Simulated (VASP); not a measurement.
# Ge (C2/m) in VASP: single point with PBE

Aim: the single point of Ge with PBE.

Program: VASP 6.6.1. These are calculated values, not measurements. Logs are shortened: lines on timing, memory, paths and dates and some standing lists are left out, and cuts for length are marked.

## (1) The cell of the first run

The structure is monoclinic, space group C2/m (No. 12). The conventional cell has a = 6.929 Å, b = 4.000 Å, c = 4.000 Å, α = 90.00°, β = 125.26°, γ = 90.00°. Ge (site symmetry m) has 4 Ge at 2.22 to 2.69 Å within 2.9 Å.

## (2) Single point, PBE (atom 1 (Ge) moved by (-0.200, -0.200) A along x and z)

INCAR

```
SYSTEM = Ge
PREC = Accurate
ENCUT = 500
EDIFF = 1E-6
ISMEAR = 0
SIGMA = 0.15
LREAL = .FALSE.
LASPH = .TRUE.
NELM = 120
ALGO = Normal
ISIF = 2
LWAVE = .FALSE.
LCHARG = .TRUE.
GGA = PE
LELF = .TRUE.
LVHAR = .TRUE.
NBANDS = 21
GGA_COMPAT = .FALSE.
```

KPOINTS

```
Automatic mesh
0
G
  14 14 14
  0 0 0
```

POSCAR

```
Ge
1.0
    0.0000000000      2.8287700000      2.8287700000
    2.8287700000      0.0000000000      2.8287700000
    2.8287700000      2.8287700000      0.0000000000
Ge
2
Direct
    0.5000000000      0.4292978927      0.5000000000
    0.7500000000      0.7500000000      0.7500000000
```

Potentials or basis: VASP PAW PBE potentials, release 64 (Ge_d).

Run with:

```
cat potpaw_PBE.64/Ge_d/POTCAR > POTCAR
mpirun -np 1 vasp_std > vasp.out
```

OUTCAR:

```text
SYSTEM = Ge
   PREC = Accurate
   ENCUT = 500
   EDIFF = 1E-6
   ISMEAR = 0
   LREAL = .FALSE.
   LASPH = .TRUE.
   NELM = 120
   ISIF = 2
   GGA = PE

 ion  position               nearest neighbor table
   1  0.500  0.429  0.500-   2 2.22   2 2.47   2 2.47   2 2.69
   2  0.750  0.750  0.750-   1 2.22   1 2.47   1 2.47   1 2.69

  LATTYP: Found a face centered cubic cell.
 ALAT       =     5.6575400000

  Lattice vectors:

 A1 = (   0.0000000000,   2.8287700000,   2.8287700000)
 A2 = (   2.8287700000,   0.0000000000,   2.8287700000)
 A3 = (   2.8287700000,   2.8287700000,   0.0000000000)

Analysis of symmetry for initial positions (statically):
=====================================================================
 Subroutine PRICEL returns:
 Original cell was already a primitive cell.

 Routine SETGRP: Setting up the symmetry group for a
 face centered cubic supercell.

 Subroutine GETGRP returns: Found  4 space group operations
 (whereof  2 operations were pure point group operations)
 out of a pool of 48 trial point group operations.

The static configuration has the point symmetry C_1h.
 The point group associated with its full space group is C_2h.

Analysis of symmetry for dynamics (positions and initial velocities):
=====================================================================
 Subroutine PRICEL returns:
 Original cell was already a primitive cell.

 Routine SETGRP: Setting up the symmetry group for a
 face centered cubic supercell.

 Subroutine GETGRP returns: Found  4 space group operations
 (whereof  2 operations were pure point group operations)
 out of a pool of 48 trial point group operations.

The dynamic configuration has the point symmetry C_1h.
 The point group associated with its full space group is C_2h.

 Subroutine INISYM returns: Found  4 space group operations
 (whereof  2 operations are pure point group operations),
 and found     1 'primitive' translations

----------------------------------------------------------------------------------------

                                     Primitive cell

  volume of cell :      45.2713

  direct lattice vectors                    reciprocal lattice vectors
     0.000000000  2.828770000  2.828770000    -0.176755268  0.176755268  0.176755268
     2.828770000  0.000000000  2.828770000     0.176755268 -0.176755268  0.176755268
     2.828770000  2.828770000  0.000000000     0.176755268  0.176755268 -0.176755268

  length of vectors
     4.000484899  4.000484899  4.000484899     0.306149105  0.306149105  0.306149105

  position of ions in fractional coordinates (direct lattice)
     0.500000000  0.429297893  0.500000000
     0.750000000  0.750000000  0.750000000

  ion indices of the primitive-cell ions
   primitive index   ion index
                 1           1
                 2           2

----------------------------------------------------------------------------------------

 KPOINTS: Automatic mesh

Automatic generation of k-mesh.
 Grid dimensions read from file:
 generate k-points for:   14   14   14

 Generating k-lattice:

  Cartesian coordinates                     Fractional coordinates (reciprocal lattice)
    -0.012625376  0.012625376  0.012625376     0.071428571  0.000000000  0.000000000
     0.012625376 -0.012625376  0.012625376     0.000000000  0.071428571  0.000000000
     0.012625376  0.012625376 -0.012625376     0.000000000  0.000000000  0.071428571

  Length of vectors
     0.021867793  0.021867793  0.021867793

  Shift w.r.t. Gamma in fractional coordinates (k-lattice)
     0.000000000  0.000000000  0.000000000

 Subroutine IBZKPT returns following result:
 ===========================================

 Found    744 irreducible k-points:

 Following reciprocal coordinates:
            Coordinates               Weight
  0.000000  0.000000  0.000000      1.000000
  0.071429  0.000000  0.000000      4.000000
  0.000000  0.071429  0.000000      2.000000
  0.071429  0.071429  0.071429      2.000000
  0.142857  0.000000  0.000000      4.000000
  0.000000  0.142857  0.000000      2.000000
[... 16 lines left out ...]
  0.071429  0.071429  0.000000      4.000000
  0.071429  0.000000  0.071429      2.000000
 [... further k-points ...]
   k-points           NKPTS =    744   k-points in BZ     NKDIM =    744   number of bands    NBANDS=     21
   number of dos      NEDOS =    301   number of ions     NIONS =      2
   total plane-waves  NPLWV =  27000
   dimension x,y,z NGX =    30 NGY =   30 NGZ =   30
   dimension x,y,z NGXF=    60 NGYF=   60 NGZF=   60
   ions per type =               2
   NGX,Y,Z   is equivalent  to a cutoff of  12.47, 12.47, 12.47 a.u.
   NGXF,Y,Z  is equivalent  to a cutoff of  24.93, 24.93, 24.93 a.u.
 SYSTEM =  Ge
   PREC   = accura    normal or accurate (medium, high low for compatibility)
   ISTART =      0    job   : 0-new  1-cont  2-samecut
   ICHARG =      2    charge: 1-file 2-atom 10-const
   ISPIN  =      1    spin polarized calculation?
   LNONCOLLINEAR =      F non collinear calculations
   LSORBIT =      F    spin-orbit coupling
   LASPH  =      T    aspherical Exc in radial PAW
   ENCUT  =  500.0 eV  36.75 Ry    6.06 a.u.   7.29  7.29  7.29*2*pi/ulx,y,z
   NELM   =    120;   NELMIN=  2; NELMDL= -5     # of ELM steps
   EDIFF  = 0.1E-05   stopping-criterion for ELM
   LREAL  =      F    real-space projection
   EDIFFG = 0.1E-04   stopping-criterion for IOM
   NSW    =      0    number of steps for IOM
   IBRION =     -1    ionic relax: 0-MD 1-quasi-New 2-CG
   NFREE  =      0    steps in history (QN), initial steepest desc. (CG)
   ISIF   =      2    stress and relaxation
   ISYM   =      2    0-nonsym 1-usesym 2-fastsym
   POTIM  = 0.5000    time-step for ionic-motion
   TEBEG  =    0.0;   TEEND  =   0.0 temperature during run
   PSTRESS=    0.0 pullay stress
   NELECT =      28.0000    total number of electrons
   NUPDOWN=      -1.0000    fix difference up-down
   EMIN   =  10.00;   EMAX   =-10.00  energy-range for DOS
   EFERMI =   0.00;   METHOD = LEGACY
   ISMEAR =     0;   SIGMA  =   0.15  broadening in eV -4-tet -1-fermi 0-gaus
   EFERMI_NEDOS =   21; number of points for ismear=-14 and -15
   IALGO  =     38    algorithm
   IMIX   =      4    mixing-type and parameters
     AMIX     =   0.40;   BMIX     =  1.00
     AMIX_MAG =   1.60;   BMIX_MAG =  1.00
  volume/ion in A,a.u.               =      22.64       152.75
  Fermi-wavevector in a.u.,A,eV,Ry     =   1.394825  2.635838 26.470653  1.945538
  Thomas-Fermi vector in A             =   2.518337
   LORBIT       =      0    0 simple, 1 ext, 2 COOP (PROOUT), +10 PAW based schemes
   GGA     = PE    functional components
   LHFCALC =     F    Hartree Fock is set to
   AEXX    =    0.0000 exact exchange contribution
   IVDW    =     0    specifies the selected vdW correction
   LEPSILON=     F    determine dielectric tensor
   LRPA    =     F    only Hartree local field effects (RPA)
 non-spin polarized calculation
 Gauss-broadening in eV      SIGMA  =   0.15
  energy-cutoff  :      500.00
  volume of cell :       45.27
 maximum number of plane-waves:      1173
 NGX is ok and might be reduce to    30
   NGX = 15   NGY = 15   NGZ = 15

 number of electron      28.0000019 magnetization

 Free energy of the ion-electron system (eV)
  ---------------------------------------------------
  ext. energy  EPLUGINS =         0.00000000
  ---------------------------------------------------
  free energy    TOTEN  =        -8.55506328 eV

  energy without entropy =       -8.55243710  energy(sigma->0) =       -8.55375019

 E-fermi :   5.2424     XC(G=0):  -9.9419

 val. band max:        5.2319132406   @ k =   0.4286   0.4286  -0.1429
 cond. band min:       5.2446132787   @ k =   0.3571   0.3571  -0.0714
 fundamental gap:      0.0127000380
 Fermi energy:         5.2423798693

 k-point     1 :       0.0000    0.0000    0.0000
  band No.  band energies     occupation
      1     -20.0412      2.00000
      2     -19.9091      2.00000
      3     -19.8935      2.00000
      4     -19.8906      2.00000
      5     -19.8795      2.00000
      6     -19.7006      2.00000
[... 13 lines left out ...]
     20      14.4716      0.00000
     21      14.5598      0.00000

 k-point     2 :       0.0714    0.0000    0.0000
  band No.  band energies     occupation
      1     -20.0434      2.00000
      2     -19.9100      2.00000
      3     -19.9023      2.00000
      4     -19.8817      2.00000
      5     -19.8763      2.00000
      6     -19.7008      2.00000
[... 13 lines left out ...]
     20      13.9554      0.00000
     21      14.1183      0.00000

 k-point     3 :       0.0000    0.0714    0.0000
  band No.  band energies     occupation
      1     -20.0439      2.00000
      2     -19.9172      2.00000
      3     -19.9165      2.00000
      4     -19.8694      2.00000
      5     -19.8671      2.00000
      6     -19.7063      2.00000
[... 13 lines left out ...]
     20      13.8335      0.00000
     21      13.9863      0.00000

 k-point     4 :       0.0714    0.0714    0.0714
  band No.  band energies     occupation
      1     -20.0413      2.00000
      2     -19.9082      2.00000
      3     -19.8961      2.00000
      4     -19.8873      2.00000
      5     -19.8772      2.00000
      6     -19.7028      2.00000
[... 13 lines left out ...]
     20      14.1292      0.00000
     21      14.1438      0.00000

 k-point     5 :       0.1429    0.0000    0.0000
  band No.  band energies     occupation
      1     -20.0490      2.00000
      2     -19.9120      2.00000
      3     -19.9113      2.00000
      4     -19.8757      2.00000
      5     -19.8652      2.00000
      6     -19.7046      2.00000
[... 13 lines left out ...]
     20      13.4355      0.00000
     21      13.6845      0.00000
[... 382 lines left out ...]
     20      15.3682      0.00000
     21      16.2307      0.00000

 k-point    22 :       0.5000    0.5000    0.5000
  band No.  band energies     occupation
      1     -20.0397      2.00000
      2     -19.8976      2.00000
      3     -19.8929      2.00000
      4     -19.8717      2.00000
      5     -19.7937      2.00000
      6     -19.7861      2.00000
[... 13 lines left out ...]
     20      16.2317      0.00000
     21      16.7629      0.00000

 k-point    23 :       0.0714    0.0714    0.0000
  band No.  band energies     occupation
      1     -20.0431      2.00000
      2     -19.9111      2.00000
      3     -19.9062      2.00000
      4     -19.8769      2.00000
      5     -19.8750      2.00000
      6     -19.7039      2.00000
[... 13 lines left out ...]
     20      13.4241      0.00000
     21      14.5765      0.00000

 k-point    24 :       0.0714    0.0000    0.0714
  band No.  band energies     occupation
      1     -20.0446      2.00000
      2     -19.9138      2.00000
      3     -19.9137      2.00000
      4     -19.8711      2.00000
      5     -19.8696      2.00000
      6     -19.7083      2.00000
[... 13 lines left out ...]
     20      13.3376      0.00000
     21      14.6377      0.00000

 [... further k-points ...]

------------------------ aborting loop because EDIFF is reached ----------------------------------------

  FORCE on cell =-STRESS in cart. coord.  units (eV):
  Direction    XX          YY          ZZ          XY          YZ          ZX
  --------------------------------------------------------------------------------------
  -------------------------------------------------------------------------------------
  Total        1.5058275      2.1501427      1.5058275     -2.0394448     -2.0394445      0.7881418
  in kB       53.2921062     76.0947957     53.2921062    -72.1771322    -72.1771239     27.8927942
  external PRESSURE =      60.8930027 kB  Pullay stress =       0.0000000 kB

 VOLUME and BASIS-vectors are now :
 -----------------------------------------------------------------------------
  energy-cutoff  :      500.00
  volume of cell :       45.27
      direct lattice vectors                 reciprocal lattice vectors
     0.000000000  2.828770000  2.828770000    -0.176755268  0.176755268  0.176755268
     2.828770000  0.000000000  2.828770000     0.176755268 -0.176755268  0.176755268
     2.828770000  2.828770000  0.000000000     0.176755268  0.176755268 -0.176755268

 POSITION                                       TOTAL-FORCE (eV/Angst)
 -----------------------------------------------------------------------------------
      2.62877      2.82877      2.62877         2.257040     -1.192768      2.257040
      4.24315      4.24315      4.24315        -2.257040      1.192768     -2.257040
 -----------------------------------------------------------------------------------
    total drift:                               -0.000106      0.000010     -0.000106

  FREE ENERGIE OF THE ION-ELECTRON SYSTEM (eV)
  ---------------------------------------------------
  free  energy   TOTEN  =        -8.5550632766 eV

  energy  without entropy=       -8.5524371005  energy(sigma->0) =       -8.55375019
```

It took 13 min on 1 thread of Oxide Virtual Turin-like, shared host; peak memory 0.55 GiB.

Results:

| Quantity | Value |
| --- | --- |
| Free energy | -8.5551 eV |
| Pressure | 6.1 GPa |
| Largest force | 3.408 eV/Å |
| Band gap on the k mesh | zero (bands 14 and 15 overlap by 1.38 eV) |

Forces on the atoms (eV/Å):
```
Ge   2.257 -1.193  2.257
Ge  -2.257  1.193 -2.257
```

Caveat: the cell differs from its parent crystal (atom 1 (Ge) moved by (-0.200, -0.200) A along x and z); the cell stands under pressure; forces of over 1 eV/Å act on the atoms, so gaps and moduli don't describe the material at rest.
